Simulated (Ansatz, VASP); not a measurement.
One calculation of Ir4W, two programs

```xyz
5
Lattice="2.7542 -2.7562 0.0000 2.7542 2.7562 0.0000 0.0000 0.0000 5.8274" Properties=species:S:1:pos:R:3 pbc="T T T"
Ir    1.3771    1.3781    1.2515
Ir    1.3771   -1.3781    4.5759
Ir    1.3771    1.3781    4.5759
Ir    1.3771   -1.3781    1.2515
W     0.0000    0.0000    2.9137
```

Alike in both runs: functional PBE; k mesh 4 × 4 × 3; occupations gaussian, width 0.2 eV; no spin polarisation.

Ansatz relaxed the structure, and its values are those at the end. VASP's run is a single point on that final structure, the one shown.

|  | VASP | Ansatz |
| --- | --- | --- |
| version | VASP 6.6.1 | Ansatz 0.2.0 |
| potentials or method | VASP PAW PBE potentials, release 64 (Ir, W_sv), cutoff 520 eV | scalar-relativistic, plane waves, PAW |
| valence electrons in the cell | 50 | 82 |

Ansatz gave:

- gap on the k mesh at the Fermi level (eV): none
- pressure (GPa): -0.2
- rms of the force components (eV/Å): 0.001

Task: What did VASP give for the same quantities?

Result: gap on the k mesh at the Fermi level (eV): none; pressure (GPa): 0.3; rms of the force components (eV/Å): 0.017.

A gap of «none» marks a metal or a gap that the smearing closes. VASP's potentials hold 50 valence electrons a cell and Ansatz's 82, so a difference there can come from the potentials and not from the codes.

The k mesh is coarse, so the values compare programs but aren't converged. Spin-orbit coupling is off throughout.
